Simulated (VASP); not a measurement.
Input of a VASP 6.6.1 run:

File INCAR:

```
PREC = Accurate
ENCUT = 520
EDIFF = 1E-6
ISMEAR = 0
SIGMA = 0.1
LREAL = F
LASPH = T
NELM = 100
ALGO = Normal
ISIF = 2
LWAVE = F
LCHARG = F
GGA = PE
NBANDS = 40
```

The input KPOINTS:

```
regular mesh
0
Gamma
  4 4 4
```

File POSCAR:

```
MoOs6
1.0
    5.8274193509      0.0000000000      0.0000000000
    0.0000000000      5.8274193509      0.0000000000
    0.0000000000      0.0000000000      5.8274193509
Mo Os
1 6
Direct
    0.0000000000      0.0000000000      0.0000000000
    0.1966493888      0.5000000000      0.5000000000
    0.5000000000      0.1966493888      0.5000000000
    0.8033506112      0.5000000000      0.5000000000
    0.5000000000      0.8033506112      0.5000000000
    0.5000000000      0.5000000000      0.1966493888
    0.5000000000      0.5000000000      0.8033506112
```

Potentials or basis: VASP PAW PBE potentials, release 64 (Mo_sv, Os).

Run with:

```bash
$ cat potpaw_PBE.64/Mo_sv/POTCAR potpaw_PBE.64/Os/POTCAR > POTCAR
$ mpirun -np 1 vasp_std > vasp.out
```

Estimate the largest force.

0.099 eV/Å.

What does it give for the band gap on the k mesh?

Zero (bands 31 and 32 overlap by 0.59 eV).

Estimate the pressure.

-0.2 GPa.

Forces in eV/Å, atoms in the order of the input:
```
Mo   0.000  0.000  0.000
Os  -0.099  0.000  0.000
Os   0.000 -0.099  0.000
Os   0.099  0.000  0.000
Os   0.000  0.099  0.000
Os   0.000  0.000 -0.099
Os   0.000  0.000  0.099
```

Caveat: spin-orbit coupling is left out, which moves the levels of the heavy elements.
